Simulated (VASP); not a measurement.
# Rb (Cmcm) in VASP: further runs

The runs below take Rb through single point, with LDA.

Everything below comes from runs of VASP 6.6.1. Logs are shortened: lines on timing, memory, paths and dates and some standing lists are left out, and cuts for length are marked.

## Step 1: The cell of the first run

Symmetry: Cmcm, No. 63, orthorhombic system. Conventional cell: a = 5.076 Å, b = 8.889 Å, c = 8.448 Å, α = 90.00°, β = 90.00°, γ = 90.00°.

## Step 2: Single point, LDA

INCAR

```
SYSTEM = Rb
ALGO = Normal
EDIFF = 1E-7
ENCUT = 520
GGA = CA
ISIF = 2
ISMEAR = -1
LASPH = .True.
LCHARG = .True.
LELF = .True.
LREAL = .False.
LVHAR = .True.
LWAVE = .False.
NBANDS = 16
NELM = 80
PREC = Accurate
SIGMA = 0.1
```

KPOINTS

```
k-points
0
Gamma
  8 8 4
  0 0 0
```

POSCAR

```
Rb
1.0
    2.5381800000     -4.4447200000      0.0000000000
    2.5381800000      4.4447200000      0.0000000000
    0.0000000000      0.0000000000      8.4480000000
Rb
2
Direct
    0.8397100000      0.1602900000      0.7500000000
    0.1602900000      0.8397100000      0.2500000000
```

Potentials or basis: VASP PAW LDA potentials, release 64 (Rb_sv).

The run is started by

```
$ cat potpaw_LDA.64/Rb_sv/POTCAR > POTCAR
$ mpirun -np 1 vasp_std > vasp.out
```

OUTCAR:

```text
SYSTEM = Rb
   EDIFF = 1E-7
   ENCUT = 520
   GGA = CA
   ISIF = 2
   ISMEAR = -1
   LASPH = .True.
   LREAL = .False.
   NELM = 80
   PREC = Accurate

 ion  position               nearest neighbor table
   1  0.840  0.160  0.750-   2 5.10   2 5.10   2 5.18   2 5.18   2 5.18   2 5.18
   2  0.160  0.840  0.250-   1 5.10   1 5.10   1 5.18   1 5.18   1 5.18   1 5.18

  LATTYP: Found a base centered orthorhombic cell.
 ALAT       =     5.0763600000
 B/A-ratio  =     1.7511445209
 C/A-ratio  =     1.6641845732

  Lattice vectors:

 A1 = (   2.5381800000,  -4.4447200000,   0.0000000000)
 A2 = (   2.5381800000,   4.4447200000,   0.0000000000)
 A3 = (   0.0000000000,   0.0000000000,   8.4480000000)

Analysis of symmetry for initial positions (statically):
=====================================================================
 Subroutine PRICEL returns:
 Original cell was already a primitive cell.

 Routine SETGRP: Setting up the symmetry group for a
 base centered orthorhombic supercell.

 Subroutine GETGRP returns: Found  8 space group operations
 (whereof  4 operations were pure point group operations)
 out of a pool of  8 trial point group operations.

The static configuration has the point symmetry C_2h.
 The point group associated with its full space group is D_2h.

Analysis of symmetry for dynamics (positions and initial velocities):
=====================================================================
 Subroutine PRICEL returns:
 Original cell was already a primitive cell.

 Routine SETGRP: Setting up the symmetry group for a
 base centered orthorhombic supercell.

 Subroutine GETGRP returns: Found  8 space group operations
 (whereof  4 operations were pure point group operations)
 out of a pool of  8 trial point group operations.

The dynamic configuration has the point symmetry C_2h.
 The point group associated with its full space group is D_2h.

 Subroutine INISYM returns: Found  8 space group operations
 (whereof  4 operations are pure point group operations),
 and found     1 'primitive' translations

----------------------------------------------------------------------------------------

                                     Primitive cell

  volume of cell :     190.6122

  direct lattice vectors                    reciprocal lattice vectors
     2.538180000 -4.444720000  0.000000000     0.196991545 -0.112493025  0.000000000
     2.538180000  4.444720000  0.000000000     0.196991545  0.112493025  0.000000000
     0.000000000  0.000000000  8.448000000     0.000000000  0.000000000  0.118371212

  length of vectors
     5.118387792  5.118387792  8.448000000     0.226848737  0.226848737  0.118371212

  position of ions in fractional coordinates (direct lattice)
     0.839710000  0.160290000  0.750000000
     0.160290000  0.839710000  0.250000000

  ion indices of the primitive-cell ions
   primitive index   ion index
                 1           1
                 2           2

----------------------------------------------------------------------------------------

 KPOINTS: k-points

Automatic generation of k-mesh.
 Grid dimensions read from file:
 generate k-points for:    8    8    4

 Generating k-lattice:

  Cartesian coordinates                     Fractional coordinates (reciprocal lattice)
     0.024623943 -0.014061628  0.000000000     0.125000000  0.000000000  0.000000000
     0.024623943  0.014061628  0.000000000     0.000000000  0.125000000  0.000000000
     0.000000000  0.000000000  0.029592803     0.000000000  0.000000000  0.250000000

  Length of vectors
     0.028356092  0.028356092  0.029592803

  Shift w.r.t. Gamma in fractional coordinates (k-lattice)
     0.000000000  0.000000000  0.000000000

 Subroutine IBZKPT returns following result:
 ===========================================

 Found     63 irreducible k-points:

 Following reciprocal coordinates:
            Coordinates               Weight
  0.000000  0.000000  0.000000      1.000000
  0.125000  0.000000  0.000000      4.000000
  0.250000  0.000000  0.000000      4.000000
  0.375000  0.000000  0.000000      4.000000
  0.500000  0.000000  0.000000      2.000000
  0.125000  0.125000  0.000000      2.000000
[... 16 lines left out ...]
  0.125000  0.000000  0.250000      8.000000
  0.250000  0.000000  0.250000      8.000000
 [... further k-points ...]
   k-points           NKPTS =     63   k-points in BZ     NKDIM =     63   number of bands    NBANDS=     16
   number of dos      NEDOS =    301   number of ions     NIONS =      2
   total plane-waves  NPLWV = 102400
   dimension x,y,z NGX =    40 NGY =   40 NGZ =   64
   dimension x,y,z NGXF=    80 NGYF=   80 NGZF=  128
   ions per type =               2
   NGX,Y,Z   is equivalent  to a cutoff of  12.99, 12.99, 12.59 a.u.
   NGXF,Y,Z  is equivalent  to a cutoff of  25.98, 25.98, 25.19 a.u.
 SYSTEM =  Rb
   PREC   = accura    normal or accurate (medium, high low for compatibility)
   ISTART =      0    job   : 0-new  1-cont  2-samecut
   ICHARG =      2    charge: 1-file 2-atom 10-const
   ISPIN  =      1    spin polarized calculation?
   LNONCOLLINEAR =      F non collinear calculations
   LSORBIT =      F    spin-orbit coupling
   LASPH  =      T    aspherical Exc in radial PAW
   ENCUT  =  520.0 eV  38.22 Ry    6.18 a.u.   9.52  9.52 15.71*2*pi/ulx,y,z
   NELM   =     80;   NELMIN=  2; NELMDL= -5     # of ELM steps
   EDIFF  = 0.1E-06   stopping-criterion for ELM
   LREAL  =      F    real-space projection
   EDIFFG = 0.1E-05   stopping-criterion for IOM
   NSW    =      0    number of steps for IOM
   IBRION =     -1    ionic relax: 0-MD 1-quasi-New 2-CG
   NFREE  =      0    steps in history (QN), initial steepest desc. (CG)
   ISIF   =      2    stress and relaxation
   ISYM   =      2    0-nonsym 1-usesym 2-fastsym
   POTIM  = 0.5000    time-step for ionic-motion
   TEBEG  =    0.0;   TEEND  =   0.0 temperature during run
   PSTRESS=    0.0 pullay stress
   NELECT =      18.0000    total number of electrons
   NUPDOWN=      -1.0000    fix difference up-down
   EMIN   =  10.00;   EMAX   =-10.00  energy-range for DOS
   EFERMI =   0.00;   METHOD = LEGACY
   ISMEAR =    -1;   SIGMA  =   0.10  broadening in eV -4-tet -1-fermi 0-gaus
   EFERMI_NEDOS =   21; number of points for ismear=-14 and -15
   IALGO  =     38    algorithm
   IMIX   =      4    mixing-type and parameters
     AMIX     =   0.40;   BMIX     =  1.00
     AMIX_MAG =   1.60;   BMIX_MAG =  1.00
  volume/ion in A,a.u.               =      95.31       643.16
  Fermi-wavevector in a.u.,A,eV,Ry     =   0.745502  1.408794  7.561752  0.555773
  Thomas-Fermi vector in A             =   1.841104
   LORBIT       =      0    0 simple, 1 ext, 2 COOP (PROOUT), +10 PAW based schemes
   GGA     = CA    functional components
   LHFCALC =     F    Hartree Fock is set to
   AEXX    =    0.0000 exact exchange contribution
   IVDW    =     0    specifies the selected vdW correction
   LEPSILON=     F    determine dielectric tensor
   LRPA    =     F    only Hartree local field effects (RPA)
 non-spin polarized calculation
  energy-cutoff  :      520.00
  volume of cell :      190.61
 maximum number of plane-waves:      5203
 NGX is ok and might be reduce to    40
   NGX = 19   NGY = 19   NGZ = 31

 number of electron      18.0000000 magnetization

 Free energy of the ion-electron system (eV)
  ---------------------------------------------------
  ext. energy  EPLUGINS =         0.00000000
  ---------------------------------------------------
  free energy    TOTEN  =        -2.09055981 eV

  energy without entropy =       -2.03047994  energy(sigma->0) =       -2.06051988

 E-fermi :  -0.3271     XC(G=0):  -5.5589

 val. band max:       -0.3405470267   @ k =   0.3750   0.1250   0.2500
 cond. band min:      -0.2755160333   @ k =   0.5000   0.5000   0.0000
 fundamental gap:      0.0650309934
 Fermi energy:        -0.3271094281

 k-point     1 :       0.0000    0.0000    0.0000
  band No.  band energies     occupation
      1     -29.1213      2.00000
      2     -29.1184      2.00000
      3     -13.3071      2.00000
      4     -13.2387      2.00000
      5     -13.2357      2.00000
      6     -13.2273      2.00000
[... 8 lines left out ...]
     15       3.4458      0.00000
     16       3.4479      0.00000

 k-point     2 :       0.1250    0.0000    0.0000
  band No.  band energies     occupation
      1     -29.1209      2.00000
      2     -29.1181      2.00000
      3     -13.3031      2.00000
      4     -13.2464      2.00000
      5     -13.2407      2.00000
      6     -13.2365      2.00000
[... 8 lines left out ...]
     15       3.3431      0.00000
     16       3.5243      0.00000

 k-point     3 :       0.2500    0.0000    0.0000
  band No.  band energies     occupation
      1     -29.1198      2.00000
      2     -29.1176      2.00000
      3     -13.2927      2.00000
      4     -13.2700      2.00000
      5     -13.2599      2.00000
      6     -13.2479      2.00000
[... 8 lines left out ...]
     15       3.3335      0.00000
     16       3.4389      0.00000

 k-point     4 :       0.3750    0.0000    0.0000
  band No.  band energies     occupation
      1     -29.1187      2.00000
      2     -29.1171      2.00000
      3     -13.2941      2.00000
      4     -13.2826      2.00000
      5     -13.2800      2.00000
      6     -13.2547      2.00000
[... 8 lines left out ...]
     15       3.0840      0.00000
     16       3.7665      0.00000
[... 324 lines left out ...]
 k-point    22 :       0.0000    0.0000    0.2500
  band No.  band energies     occupation
      1     -29.1209      2.00000
      2     -29.1188      2.00000
      3     -13.2956      2.00000
      4     -13.2394      2.00000
      5     -13.2366      2.00000
      6     -13.2344      2.00000
[... 8 lines left out ...]
     15       3.2995      0.00000
     16       3.3159      0.00000

 k-point    23 :       0.1250    0.0000    0.2500
  band No.  band energies     occupation
      1     -29.1205      2.00000
      2     -29.1185      2.00000
      3     -13.2931      2.00000
      4     -13.2450      2.00000
      5     -13.2440      2.00000
      6     -13.2389      2.00000
[... 8 lines left out ...]
     15       3.1377      0.00000
     16       3.3798      0.00000

 k-point    24 :       0.2500    0.0000    0.2500
  band No.  band energies     occupation
      1     -29.1195      2.00000
      2     -29.1179      2.00000
      3     -13.2893      2.00000
      4     -13.2670      2.00000
      5     -13.2622      2.00000
      6     -13.2458      2.00000
[... 8 lines left out ...]
     15       3.2963      0.00000
     16       3.4414      0.00000

 [... further k-points ...]

------------------------ aborting loop because EDIFF is reached ----------------------------------------

  FORCE on cell =-STRESS in cart. coord.  units (eV):
  Direction    XX          YY          ZZ          XY          YZ          ZX
  --------------------------------------------------------------------------------------
  -------------------------------------------------------------------------------------
  Total       -0.5486066     -0.5480032     -0.6224991      0.0000000     -0.0000000      0.0000000
  in kB       -4.6112736     -4.6062020     -5.2323719      0.0000000     -0.0000000      0.0000000
  external PRESSURE =      -4.8166158 kB  Pullay stress =       0.0000000 kB

 VOLUME and BASIS-vectors are now :
 -----------------------------------------------------------------------------
  energy-cutoff  :      520.00
  volume of cell :      190.61
      direct lattice vectors                 reciprocal lattice vectors
     2.538180000 -4.444720000  0.000000000     0.196991545 -0.112493025  0.000000000
     2.538180000  4.444720000  0.000000000     0.196991545  0.112493025  0.000000000
     0.000000000  0.000000000  8.448000000     0.000000000  0.000000000  0.118371212

 POSITION                                       TOTAL-FORCE (eV/Angst)
 -----------------------------------------------------------------------------------
      2.53818     -3.01983      6.33600         0.000000      0.003882      0.000000
      2.53818      3.01983      2.11200         0.000000     -0.003882     -0.000000
 -----------------------------------------------------------------------------------
    total drift:                                0.000000      0.000000      0.000000

  FREE ENERGIE OF THE ION-ELECTRON SYSTEM (eV)
  ---------------------------------------------------
  free  energy   TOTEN  =        -2.0905598133 eV

  energy  without entropy=       -2.0304799412  energy(sigma->0) =       -2.06051988
```

Wall time 80 s (1 thread of Intel Xeon 6975P-C (Granite Rapids), shared host); peak memory 0.32 GiB.

What came out:

```
Free energy            : -2.0906 eV
Pressure               : -0.5 GPa
Largest force          : 0.004 eV/Å
Band gap on the k mesh : zero (bands 9 and 10 overlap by 2.14 eV)
```

Forces in eV/Å, atoms in the order of the input:
```
Rb   0.000  0.004  0.000
Rb   0.000 -0.004  0.000
```

## Step 3: Single point, LDA

This run uses another cell than the first one, of 97.69 Å³/atom.

INCAR

```
PREC = Accurate
ENCUT = 520
EDIFF = 1E-6
ISMEAR = -1
SIGMA = 0.1
LREAL = F
LASPH = T
NELM = 60
ALGO = Normal
ISIF = 2
LWAVE = F
LCHARG = T
LELF = T
LVHAR = T
NBANDS = 16
```

KPOINTS

```
Automatic mesh
0
Gamma
  8 8 4
```

POSCAR, as its differences from that of step 2:

```diff
@@ -4,3 +4,3 @@
     2.5381800000      4.4447200000      0.0000000000
-    0.0000000000      0.0000000000      8.4480000000
+    0.0000000000      0.0000000000      8.6592000000
 Rb
```

Potentials or basis: VASP PAW LDA potentials, release 64 (Rb_sv).

The run is started by

```
$ cat potpaw_LDA.64/Rb_sv/POTCAR > POTCAR
$ mpirun -np 1 vasp_std > vasp.out
```

Wall time 94 s (1 thread of Intel Xeon 6975P-C (Granite Rapids), shared host); peak memory 0.33 GiB.

Results (log left out):

| Quantity | Value |
| --- | --- |
| Free energy | -2.0739 eV |
| Pressure | -0.5 GPa |
| Largest force | 0.003 eV/Å |
| Band gap on the k mesh | zero (bands 9 and 10 overlap by 2.16 eV) |

Forces on the atoms (eV/Å):
```
Rb   0.000  0.003  0.000
Rb   0.000 -0.003  0.000
```

Stress tensor (GPa, compression positive):
```
-0.47  0.00  0.00
 0.00 -0.47  0.00
 0.00  0.00 -0.60
```

Levels at points of the mesh, in eV from the Fermi level:
| k point | band 5 | band 6 | band 7 | band 8 | band 9 | band 10 | band 11 | band 12 | band 13 | band 14 |
| --- | --- | --- | --- | --- | --- | --- | --- | --- | --- | --- |
| (0.00, 0.00, 0.00) | -12.93 | -12.92 | -12.92 | -12.92 | -1.87 | 0.01 | 0.61 | 3.27 | 3.37 | 3.49 |
| (0.50, 0.00, 0.00) | -12.96 | -12.95 | -12.94 | -12.93 | 0.08 | 0.41 | 1.34 | 1.56 | 2.01 | 2.32 |
| (0.50, 0.50, 0.00) | -12.96 | -12.95 | -12.94 | -12.93 | 0.08 | 0.35 | 1.37 | 1.59 | 1.90 | 2.25 |
| (0.00, 0.00, 0.50) | -12.93 | -12.93 | -12.92 | -12.92 | -1.27 | -1.27 | 2.15 | 2.15 | 3.44 | 3.44 |
| (0.50, 0.00, 0.50) | -12.94 | -12.94 | -12.94 | -12.94 | 0.45 | 0.45 | 0.95 | 0.95 | 2.46 | 2.46 |
| (0.50, 0.50, 0.50) | -12.94 | -12.94 | -12.94 | -12.94 | 0.41 | 0.41 | 0.94 | 0.94 | 2.43 | 2.43 |

## Step 4: Single point, LDA

This run uses another cell than the first one, of 100.07 Å³/atom.

INCAR

```
ALGO     = Normal         # electronic algorithm
EDIFF    = 1E-6           # SCF threshold, eV
ENCUT    = 520            # plane-wave cutoff, eV
ISIF     = 2              # what is computed and relaxed
ISMEAR   = -1             # smearing method
LASPH    = True           # aspherical terms in the spheres
LCHARG   = True           # write CHGCAR
LELF     = True           # ELF
LREAL    = False          # projectors in reciprocal space
LVHAR    = True         
LWAVE    = False          # write WAVECAR
NBANDS   = 16             # bands
NELM     = 80             # most SCF steps
PREC     = Accurate       # precision mode
SIGMA    = 0.1            # smearing width, eV
```

KPOINTS

```
k-points
0
Gamma
  8 8 4
```

POSCAR, as its differences from that of step 3:

```diff
@@ -4,3 +4,3 @@
     2.5381800000      4.4447200000      0.0000000000
-    0.0000000000      0.0000000000      8.6592000000
+    0.0000000000      0.0000000000      8.8704000000
 Rb
```

The run is started by

```
$ cat potpaw_LDA.64/Rb_sv/POTCAR > POTCAR
$ mpirun -np 1 vasp_std > vasp.out
```

Wall time 1.7 min (1 thread of Intel Xeon 6975P-C (Granite Rapids), shared host); peak memory 0.34 GiB.

It converged, with:

| Item | Value |
| --- | --- |
| Free energy | -2.0554 eV |
| Pressure | -0.5 GPa |
| Band gap on the k mesh | zero (bands 9 and 10 overlap by 2.18 eV) |

Forces in eV/Å, atoms in the order of the input:
```
Rb   0.000  0.003  0.000
Rb   0.000 -0.003  0.000
```

Stress tensor (GPa, compression positive):
```
-0.48  0.00  0.00
 0.00 -0.48  0.00
 0.00  0.00 -0.65
```

Levels at points of the mesh, in eV from the Fermi level:
```tsv
k point	band 7	band 8	band 9	band 10	band 11	band 12
(0.00, 0.00, 0.00)	-12.94	-12.94	-1.84	-0.06	0.54	3.15
(0.50, 0.00, 0.00)	-12.96	-12.96	0.11	0.43	1.33	1.56
(0.50, 0.50, 0.00)	-12.96	-12.95	0.10	0.37	1.36	1.58
(0.00, 0.00, 0.50)	-12.94	-12.94	-1.27	-1.27	2.04	2.04
(0.50, 0.00, 0.50)	-12.96	-12.96	0.46	0.46	0.94	0.94
(0.50, 0.50, 0.50)	-12.96	-12.96	0.42	0.42	0.93	0.93
```

## Step 5: Overview

| cell | gap on the mesh (eV) | pressure (GPa) |
| --- | --- | --- |
| a = 5.118, b = 5.118, c = 8.448 Å, angles 90.0, 90.0, 120.5°, 2 atoms | none | -0.5 |
| a = 5.118, b = 5.118, c = 8.659 Å, angles 90.0, 90.0, 120.5°, 2 atoms | none | -0.5 |
| a = 5.118, b = 5.118, c = 8.870 Å, angles 90.0, 90.0, 120.5°, 2 atoms | none | -0.5 |

Alike in all rows: task single point; level LDA; potentials or basis VASP PAW LDA potentials, release 64 (Rb_sv); no spin polarisation; k mesh 8 × 8 × 4; cutoff (eV) 520; smearing fermi-dirac 0.1 eV.

Absolute energies hang on the potentials; compare differences alone.
